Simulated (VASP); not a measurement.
# CdTe4 (P4/mmm) in VASP: further runs

Runs on CdTe4. Level: PBE. Tasks: single point, relaxation of cell and atoms.

Program: VASP 6.6.1. These are calculated values, not measurements. Logs are shortened: lines on timing, memory, paths and dates and some standing lists are left out, and cuts for length are marked.

### Step 1. The cell of the first run

It takes space group P4/mmm (No. 123, tetragonal). Conventional cell: a = 4.466 Å, b = 4.466 Å, c = 8.525 Å, α = 90.00°, β = 90.00°, γ = 90.00°. Cd (site symmetry 4/mmm) has 8 Te at 3.18 Å within 4.2 Å. Within 4.2 Å of Te (site symmetry 2mm) lie 5 Te at 3.16 to 3.98 Å and 2 Cd at 3.18 Å.

The cell was generated, and may not be a known phase.

### Step 2. Single point, PBE

Input file INCAR:

```
PREC = Accurate
ENCUT = 520
EDIFF = 1E-7
ISMEAR = 0
SIGMA = 0.1
LREAL = F
LASPH = T
NELM = 80
ALGO = Normal
ISIF = 2
LWAVE = F
LCHARG = F
GGA = PE
NBANDS = 26
```

Input file KPOINTS:

```
Automatic mesh
0
Gamma
  8 8 6
```

Input file POSCAR:

```
CdTe4
1.0
    4.4663911960      0.0000000000      0.0000000000
    0.0000000000      4.4663911960      0.0000000000
    0.0000000000      0.0000000000      8.5248695009
Cd Te
1 4
Direct
    0.0000000000      0.0000000000      0.0000000000
    0.0000000000      0.5000000000      0.7336936672
    0.5000000000      0.0000000000      0.7336936672
    0.0000000000      0.5000000000      0.2663063328
    0.5000000000      0.0000000000      0.2663063328
```

Potentials or basis: VASP PAW PBE potentials, release 64 (Cd, Te).

Started as:

```bash
cat potpaw_PBE.64/Cd/POTCAR potpaw_PBE.64/Te/POTCAR > POTCAR
mpirun -np 1 vasp_std > vasp.out
```

OUTCAR:

```text
PREC = Accurate
   ENCUT = 520
   EDIFF = 1E-7
   ISMEAR = 0
   LREAL = F
   LASPH = T
   NELM = 80
   ISIF = 2
   GGA = PE

 ion  position               nearest neighbor table
   1  0.000  0.000  0.000-   2 3.18   3 3.18   4 3.18   5 3.18   2 3.18   4 3.18   3 3.18   5 3.18

   2  0.000  0.500  0.734-   3 3.16   3 3.16   3 3.16   3 3.16   1 3.18   1 3.18
   3  0.500  0.000  0.734-   2 3.16   2 3.16   2 3.16   2 3.16   1 3.18   1 3.18
   4  0.000  0.500  0.266-   5 3.16   5 3.16   5 3.16   5 3.16   1 3.18   1 3.18
   5  0.500  0.000  0.266-   4 3.16   4 3.16   4 3.16   4 3.16   1 3.18   1 3.18

  LATTYP: Found a simple tetragonal cell.
 ALAT       =     4.4663911960
 C/A-ratio  =     1.9086705859

  Lattice vectors:

 A1 = (   4.4663911960,   0.0000000000,   0.0000000000)
 A2 = (   0.0000000000,   4.4663911960,   0.0000000000)
 A3 = (   0.0000000000,   0.0000000000,   8.5248695009)

Analysis of symmetry for initial positions (statically):
=====================================================================
 Subroutine PRICEL returns:
 Original cell was already a primitive cell.

 Routine SETGRP: Setting up the symmetry group for a
 simple tetragonal supercell.

 Subroutine GETGRP returns: Found 16 space group operations
 (whereof 16 operations were pure point group operations)
 out of a pool of 16 trial point group operations.

The static configuration has the point symmetry D_4h.

Analysis of symmetry for dynamics (positions and initial velocities):
=====================================================================
 Subroutine PRICEL returns:
 Original cell was already a primitive cell.

 Routine SETGRP: Setting up the symmetry group for a
 simple tetragonal supercell.

 Subroutine GETGRP returns: Found 16 space group operations
 (whereof 16 operations were pure point group operations)
 out of a pool of 16 trial point group operations.

The dynamic configuration has the point symmetry D_4h.

 Subroutine INISYM returns: Found 16 space group operations
 (whereof 16 operations are pure point group operations),
 and found     1 'primitive' translations

----------------------------------------------------------------------------------------

                                     Primitive cell

  volume of cell :     170.0596

  direct lattice vectors                    reciprocal lattice vectors
     4.466391196  0.000000000  0.000000000     0.223894405  0.000000000  0.000000000
     0.000000000  4.466391196  0.000000000     0.000000000  0.223894405  0.000000000
     0.000000000  0.000000000  8.524869501     0.000000000  0.000000000  0.117303848

  length of vectors
     4.466391196  4.466391196  8.524869501     0.223894405  0.223894405  0.117303848

  position of ions in fractional coordinates (direct lattice)
     0.000000000  0.000000000  0.000000000
     0.000000000  0.500000000  0.733693667
     0.500000000  0.000000000  0.733693667
     0.000000000  0.500000000  0.266306333
     0.500000000  0.000000000  0.266306333

  ion indices of the primitive-cell ions
   primitive index   ion index
                 1           1
                 2           2
                 3           3
                 4           4
                 5           5

----------------------------------------------------------------------------------------

 KPOINTS: Automatic mesh

Automatic generation of k-mesh.
 Grid dimensions read from file:
 generate k-points for:    8    8    6

 Generating k-lattice:

  Cartesian coordinates                     Fractional coordinates (reciprocal lattice)
     0.027986801  0.000000000  0.000000000     0.125000000  0.000000000  0.000000000
     0.000000000  0.027986801  0.000000000     0.000000000  0.125000000  0.000000000
     0.000000000  0.000000000  0.019550641     0.000000000  0.000000000  0.166666667

  Length of vectors
     0.027986801  0.027986801  0.019550641

  Shift w.r.t. Gamma in fractional coordinates (k-lattice)
     0.000000000  0.000000000  0.000000000

 Subroutine IBZKPT returns following result:
[... 50 lines left out ...]
 Fermi energy:         4.6870144370

 k-point     1 :       0.0000    0.0000    0.0000
  band No.  band energies     occupation
      1      -8.3365      2.00000
      2      -8.0042      2.00000
      3      -4.6917      2.00000
      4      -4.1019      2.00000
      5      -4.1019      2.00000
      6      -4.0549      2.00000
[... 18 lines left out ...]
     25       8.5391      0.00000
     26       8.5391      0.00000

 k-point     2 :       0.1250    0.0000    0.0000
  band No.  band energies     occupation
      1      -8.2360      2.00000
      2      -7.9087      2.00000
      3      -4.8373      2.00000
      4      -4.4904      2.00000
      5      -4.0995      2.00000
      6      -4.0122      2.00000
[... 18 lines left out ...]
     25       8.4402      0.00000
     26       8.6209      0.00000

 k-point     3 :       0.2500    0.0000    0.0000
  band No.  band energies     occupation
      1      -7.9381      2.00000
      2      -7.6261      2.00000
      3      -5.3326      2.00000
      4      -5.1205      2.00000
      5      -4.0937      2.00000
      6      -4.0282      2.00000
[... 18 lines left out ...]
     25       8.9007      0.00000
     26       8.9568      0.00000

 k-point     4 :       0.3750    0.0000    0.0000
  band No.  band energies     occupation
      1      -7.4563      2.00000
      2      -7.1692      2.00000
      3      -6.0603      2.00000
      4      -5.8510      2.00000
      5      -4.0880      2.00000
      6      -4.0505      2.00000
[... 18 lines left out ...]
     25      10.2955      0.00000
     26      10.4379      0.00000
[... 496 lines left out ...]
      1      -7.8258      2.00000
      2      -7.5620      2.00000
      3      -5.3843      2.00000
      4      -5.2208      2.00000
      5      -4.0789      2.00000
      6      -4.0227      2.00000
[... 18 lines left out ...]
     25       9.1245      0.00000
     26       9.6213      0.00000

 k-point    23 :       0.3750    0.1250    0.1667
  band No.  band energies     occupation
      1      -7.3572      2.00000
      2      -7.1168      2.00000
      3      -6.0383      2.00000
      4      -5.8657      2.00000
      5      -4.0690      2.00000
      6      -4.0438      2.00000
[... 18 lines left out ...]
     25      10.1173      0.00000
     26      10.3035      0.00000

 k-point    24 :       0.5000    0.1250    0.1667
  band No.  band energies     occupation
      1      -6.7995      2.00000
      2      -6.6883      2.00000
      3      -6.5404      2.00000
      4      -6.5113      2.00000
      5      -4.0649      2.00000
      6      -4.0507      2.00000
[... 18 lines left out ...]
     25       9.8540      0.00000
     26      10.5308      0.00000

 [... further k-points ...]

------------------------ aborting loop because EDIFF is reached ----------------------------------------

  FORCE on cell =-STRESS in cart. coord.  units (eV):
  Direction    XX          YY          ZZ          XY          YZ          ZX
  --------------------------------------------------------------------------------------
  -------------------------------------------------------------------------------------
  Total        0.0027093      0.0027093      0.0831844      0.0000000     -0.0000000      0.0000000
  in kB        0.0255251      0.0255251      0.7837024      0.0000000     -0.0000000      0.0000000
  external PRESSURE =       0.2782508 kB  Pullay stress =       0.0000000 kB

 VOLUME and BASIS-vectors are now :
 -----------------------------------------------------------------------------
  energy-cutoff  :      520.00
  volume of cell :      170.06
      direct lattice vectors                 reciprocal lattice vectors
     4.466391196  0.000000000  0.000000000     0.223894405  0.000000000  0.000000000
     0.000000000  4.466391196  0.000000000     0.000000000  0.223894405  0.000000000
     0.000000000  0.000000000  8.524869501     0.000000000  0.000000000  0.117303848

 POSITION                                       TOTAL-FORCE (eV/Angst)
 -----------------------------------------------------------------------------------
      0.00000      0.00000      0.00000         0.000000      0.000000      0.000000
      0.00000      2.23320      6.25464        -0.000000     -0.000000     -0.009104
      2.23320      0.00000      6.25464         0.000000      0.000000     -0.009104
      0.00000      2.23320      2.27023        -0.000000     -0.000000      0.009104
      2.23320      0.00000      2.27023        -0.000000     -0.000000      0.009104
 -----------------------------------------------------------------------------------
    total drift:                                0.000000     -0.000000      0.000000

  FREE ENERGIE OF THE ION-ELECTRON SYSTEM (eV)
  ---------------------------------------------------
  free  energy   TOTEN  =       -13.0814308701 eV

  energy  without entropy=      -13.0682686399  energy(sigma->0) =      -13.07484975
```

Run time: 4.1 min. Hardware: 1 thread of Intel Xeon Platinum 8259CL at 2.50GHz (Skylake/Cascade Lake), shared host; peak memory 0.41 GiB.

What came out:

* Free energy: -13.0814 eV
* Pressure: 0.0 GPa
* Largest force: 0.009 eV/Å
* Band gap on the k mesh: zero (bands 18 and 19 overlap by 2.89 eV)

Forces on the atoms (eV/Å):
```
Cd   0.000  0.000  0.000
Te   0.000  0.000 -0.009
Te   0.000  0.000 -0.009
Te   0.000  0.000  0.009
Te   0.000  0.000  0.009
```

Caveat: spin-orbit coupling is left out, which moves the levels of the heavy elements.

### Step 3. Relaxation of cell and atoms, PBE

This run uses another cell than the first one, of 32.81 Å³/atom.

Input file INCAR:

```
SYSTEM = CdTe4
PREC = Accurate ; ENCUT = 600
EDIFF = 1E-6 ; ISMEAR = 0
SIGMA = 0.1 ; LREAL = .False.
LASPH = .True. ; NELM = 60
ALGO = Normal ; ISIF = 3
LWAVE = .False. ; LCHARG = .False.
GGA = PE ; IBRION = 2
NSW = 90 ; EDIFFG = -0.04
```

Input file KPOINTS:

```
regular mesh
0
Gamma
  4 4 4
  0 0 0
```

Input file POSCAR:

```
CdTe4
1.0
    4.7030573000      0.0000000000      0.0000000000
    0.0000000000      4.7030573000      0.0000000000
    0.0000000000      0.0000000000      7.4162139300
Cd Te
1 4
Direct
    0.0000000000      0.0000000000      0.0000000000
    0.0000000000      0.5000000000      0.6946002100
    0.5000000000      0.0000000000      0.6946002100
    0.0000000000      0.5000000000      0.3053997900
    0.5000000000      0.0000000000      0.3053997900
```

Potentials or basis: VASP PAW PBE potentials, release 64 (Cd, Te).

Started as:

```bash
cat potpaw_PBE.64/Cd/POTCAR potpaw_PBE.64/Te/POTCAR > POTCAR
mpirun -np 1 vasp_std > vasp.out
```

It took 17 min on 1 thread of Intel Xeon Platinum 8259CL at 2.50GHz (Skylake/Cascade Lake), shared host; peak memory 0.36 GiB.

It converged, with:

```
Free energy                           : -13.1381 eV
Relaxed volume                        : 34.85 Å³/atom
Relaxed cell                          : a = 4.458 Å, b = 4.458 Å, c = 8.768 Å, α = 90.00°, β = 90.00°, γ = 90.00°
Space group after relaxing (to 0.1 Å) : P4/mmm (No. 123)
Energy gained by relaxing             : 149.0 meV/atom
Ionic steps                           : 19
Pressure after relaxing               : -0.1 GPa
Largest force after relaxing          : 0.026 eV/Å
Band gap on the k mesh                : zero (bands 18 and 19 overlap by 2.74 eV)
```

Forces on the atoms (eV/Å):
```
Cd   0.000  0.000  0.000
Te   0.000  0.000  0.026
Te   0.000  0.000  0.026
Te   0.000  0.000 -0.026
Te   0.000  0.000 -0.026
```

Stress tensor (GPa, compression positive):
```
-0.01  0.00  0.00
 0.00 -0.01  0.00
 0.00  0.00 -0.15
```

The path:
| step | energy change (eV) | largest force (eV/Å) | pressure (GPa) | volume (Å³) |
| --- | --- | --- | --- | --- |
| 1 | 0.0000 | 0.6966 | 0.90 | 164.04 |
| 2 | -0.3196 | 0.5072 | -1.21 | 168.30 |
| 3 | -0.4621 | 0.3330 | -2.46 | 176.53 |
| 4 | -0.3515 | 0.3068 | -1.49 | 190.37 |
| 5 | -0.5442 | 0.2623 | -2.58 | 181.81 |
| 6 | -0.5512 | 0.1879 | 1.17 | 170.60 |
| 7 | -0.6122 | 0.2219 | -0.86 | 175.87 |
| 8 | -0.6734 | 0.1948 | -0.30 | 171.44 |
| 9 | -0.6964 | 0.1601 | 0.33 | 167.47 |
| 10 | -0.6973 | 0.1532 | 0.50 | 166.49 |
| 11 | -0.7057 | 0.1563 | -0.18 | 168.57 |
| 12 | -0.7058 | 0.1566 | -0.24 | 168.74 |
| 13 | -0.7146 | 0.1269 | -0.15 | 168.69 |
| 14 | -0.7292 | 0.0289 | 0.16 | 168.54 |
| 15 | -0.7295 | 0.0019 | 0.24 | 168.51 |
| 16 | -0.7380 | 0.0113 | -0.03 | 171.00 |
| 17 | -0.7425 | 0.0322 | -0.38 | 174.56 |
| 18 | -0.7446 | 0.0244 | 0.08 | 174.12 |
| 19 | -0.7449 | 0.0261 | -0.05 | 174.24 |

Final structure:
```cif
data_structure
_symmetry_space_group_name_H-M 'P 1'
_symmetry_Int_Tables_number 1
_cell_length_a 4.4577
_cell_length_b 4.4577
_cell_length_c 8.7685
_cell_angle_alpha 90.000
_cell_angle_beta 90.000
_cell_angle_gamma 90.000
_cell_volume 174.24
loop_
_atom_site_label
_atom_site_type_symbol
_atom_site_fract_x
_atom_site_fract_y
_atom_site_fract_z
_atom_site_occupancy
Cd1 Cd 0.00000 0.00000 0.00000 1
Te1 Te 0.00000 0.50000 0.73654 1
Te2 Te 0.50000 0.00000 0.73654 1
Te3 Te 0.00000 0.50000 0.26346 1
Te4 Te 0.50000 0.00000 0.26346 1
```

Levels at points of the mesh, in eV from the Fermi level:
| k point | band 15 | band 16 | band 17 | band 18 | band 19 | band 20 |
| --- | --- | --- | --- | --- | --- | --- |
| (0.00, 0.00, 0.00) | -2.90 | -0.56 | 0.06 | 0.66 | 1.78 | 1.78 |
| (0.50, 0.00, 0.00) | -1.92 | -1.79 | -1.76 | -1.61 | -1.36 | -1.32 |
| (0.50, 0.50, 0.00) | -2.87 | -0.96 | -0.75 | -0.75 | 2.80 | 3.38 |
| (0.00, 0.00, 0.50) | -3.83 | -0.22 | 0.20 | 1.15 | 1.88 | 1.88 |
| (0.50, 0.00, 0.50) | -1.91 | -1.90 | -1.88 | -1.80 | -1.59 | -1.51 |
| (0.50, 0.50, 0.50) | -2.19 | -1.76 | -1.76 | -0.68 | 2.60 | 3.36 |

Caveat: a cell axis changed by over 15 % at a fixed basis, so the end point is rough; spin-orbit coupling is left out, which moves the levels of the heavy elements.

### Step 4. Relaxation of cell and atoms, PBE

This run uses another cell than the first one, of 34.96 Å³/atom.

Input file INCAR:

```
PREC     = Accurate       # precision mode
ENCUT    = 600            # plane-wave cutoff, eV
EDIFF    = 1E-6           # SCF threshold, eV
ISMEAR   = 0              # smearing method
SIGMA    = 0.1            # smearing width, eV
LREAL    = F              # projectors in reciprocal space
LASPH    = T              # aspherical terms in the spheres
NELM     = 60             # most SCF steps
ALGO     = Normal         # electronic algorithm
ISIF     = 3              # what is computed and relaxed
LWAVE    = F              # write WAVECAR
LCHARG   = F              # write CHGCAR
GGA      = PE             # functional
IBRION   = 2              # ionic algorithm
NSW      = 100            # ionic steps
EDIFFG   = -0.01          # ionic threshold
```

Input file KPOINTS:

```
regular mesh
0
Gamma
  8 8 4
```

Input file POSCAR:

```
CdTe4
1.0
    4.4522834461      0.0000000000      0.0000000000
    0.0000000000      4.4522834461      0.0000000000
    0.0000000000      0.0000000000      8.8168884501
Cd Te
1 4
Direct
    0.0000000000      0.0000000000      0.0000000000
    0.0000000000      0.5000000000      0.7385221504
    0.5000000000      0.0000000000      0.7385221504
    0.0000000000      0.5000000000      0.2614778496
    0.5000000000      0.0000000000      0.2614778496
```

Started as:

```bash
cat potpaw_PBE.64/Cd/POTCAR potpaw_PBE.64/Te/POTCAR > POTCAR
mpirun -np 1 vasp_std > vasp.out
```

Run time: 18 min. Hardware: 1 thread of Intel Xeon Platinum 8259CL at 2.50GHz (Skylake/Cascade Lake), shared host; peak memory 0.45 GiB.

It converged, with:

```yaml
Free_energy: -13.0785 eV
Relaxed_volume: 34.26 Å³/atom
Relaxed_cell: a = 4.461 Å, b = 4.461 Å, c = 8.606 Å, α = 90.00°, β = 90.00°, γ = 90.00°
Space_group_after_relaxing_to_0.1_Å: P4/mmm (No. 123)
Energy_gained_by_relaxing: 1.5 meV/atom
Ionic_steps: 13
Pressure_after_relaxing: 0.0 GPa
Band_gap_on_the_k_mesh: zero (bands 18 and 19 overlap by 2.82 eV)
```

Forces in eV/Å, atoms in the order of the input:
```
Cd   0.000  0.000  0.000
Te   0.000  0.000  0.002
Te   0.000  0.000  0.002
Te   0.000  0.000 -0.002
Te   0.000  0.000 -0.002
```

The path:
| step | energy change (eV) | largest force (eV/Å) | pressure (GPa) | volume (Å³) |
| --- | --- | --- | --- | --- |
| 1 | 0.0000 | 0.0320 | -0.17 | 174.78 |
| 2 | -0.0040 | 0.0047 | -0.08 | 173.83 |
| 3 | -0.0056 | 0.0346 | 0.10 | 172.49 |
| 4 | -0.0057 | 0.0287 | 0.08 | 172.70 |
| 5 | -0.0059 | 0.0227 | -0.10 | 173.11 |
| 6 | -0.0059 | 0.0244 | -0.03 | 173.00 |
| 7 | -0.0061 | 0.0231 | -0.03 | 172.90 |
| 8 | -0.0066 | 0.0188 | -0.02 | 172.58 |
| 9 | -0.0073 | 0.0100 | 0.00 | 171.95 |
| 10 | -0.0075 | 0.0101 | 0.05 | 170.70 |
| 11 | -0.0076 | 0.0007 | 0.02 | 171.23 |
| 12 | -0.0074 | 0.0063 | -0.13 | 171.38 |
| 13 | -0.0077 | 0.0025 | -0.02 | 171.28 |

Final structure:
```yaml
crystal:
  lattice:
    - [4.46120, 0.00000, 0.00000]
    - [0.00000, 4.46120, 0.00000]
    - [0.00000, 0.00000, 8.60588]
  atoms:
    - { symbol: Cd, position: [0.00000, 0.00000, 0.00000] }
    - { symbol: Te, position: [0.00000, 0.50000, 0.73513] }
    - { symbol: Te, position: [0.50000, 0.00000, 0.73513] }
    - { symbol: Te, position: [0.00000, 0.50000, 0.26487] }
    - { symbol: Te, position: [0.50000, 0.00000, 0.26487] }
```

Levels at points of the mesh, in eV from the Fermi level:
```csv
k point,band 16,band 17,band 18,band 19,band 20,band 21
"(0.00, 0.00, 0.00)",-0.47,0.32,0.92,1.94,1.94,2.31
"(0.50, 0.00, 0.00)",-1.56,-1.55,-1.45,-1.16,-1.05,-0.73
"(0.50, 0.50, 0.00)",-0.73,-0.47,-0.47,2.93,3.55,3.63
"(0.00, 0.00, 0.50)",-0.11,0.40,1.45,2.05,2.05,2.18
"(0.50, 0.00, 0.50)",-1.71,-1.70,-1.60,-1.38,-1.35,-1.28
"(0.50, 0.50, 0.50)",-1.63,-1.63,-0.40,2.79,3.53,3.65
```

Caveat: spin-orbit coupling is left out, which moves the levels of the heavy elements.

### Step 5. The runs side by side

| task | cell | k mesh | cutoff (eV) | gap on the mesh (eV) | pressure (GPa) | relaxed volume (Å³/atom) | largest force (eV/Å) |
| --- | --- | --- | --- | --- | --- | --- | --- |
| single point | a = 4.466, b = 4.466, c = 8.525 Å, 5 atoms, atomic positions A | 8 × 8 × 6 | 520 | none | 0.0 | - | 0.01 |
| relaxation of cell and atoms | relaxed from a = 4.703, b = 4.703, c = 7.416 Å, 5 atoms, atomic positions B | 4 × 4 × 4 | 600 | none | -0.1 | 34.85 | 0.03 |
| relaxation of cell and atoms | relaxed from a = 4.452, b = 4.452, c = 8.817 Å, 5 atoms, atomic positions C | 8 × 8 × 4 | 600 | none | 0.0 | 34.26 | - |

Alike in all rows: level PBE; potentials or basis VASP PAW PBE potentials, release 64 (Cd, Te); no spin polarisation; smearing gaussian 0.1 eV.

Caveats: spin-orbit coupling is left out, which moves the levels of the heavy elements; a cell axis changed by over 15 % at a fixed basis, so the end point is rough (at least some runs).

Absolute energies hang on the potentials; compare differences alone.
